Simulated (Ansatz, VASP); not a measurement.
**One calculation of AlNi, two programs**

```xyz
2
Lattice="2.0213 -2.0214 0.0000 2.0213 2.0214 0.0000 0.0000 0.0000 2.8694" Properties=species:S:1:pos:R:3 pbc="T T T"
Al    0.0000    0.0000    0.0000
Ni    2.0213    0.0000    1.4347
```

Alike in both runs: functional PBEsol; k mesh 16 × 16 × 14; occupations gaussian, width 0.1 eV; no spin polarisation.

Ansatz relaxed the structure, and its values are those at the end. VASP's run is a single point on that final structure, the one shown.

```csv
,VASP,Ansatz
version,VASP 6.6.1,Ansatz 0.2.0
potentials or method,"VASP PAW PBE potentials, release 64 (Al, Ni), cutoff 520 eV","scalar-relativistic, plane waves, PAW"
valence electrons in the cell,13,21
```

VASP gave:

| Property | Result |
| --- | --- |
| gap on the k mesh at the Fermi level (eV) | none |
| pressure (GPa) | -0.1 |

Question: Estimate Ansatz's values.

Answer: gap on the k mesh at the Fermi level (eV): none; pressure (GPa): 0.0.

VASP's potentials were made for PBE, not for PBEsol. A gap of «none» marks a metal or a gap that the smearing closes. VASP's potentials hold 13 valence electrons a cell and Ansatz's 21, so a difference there can come from the potentials and not from the codes.
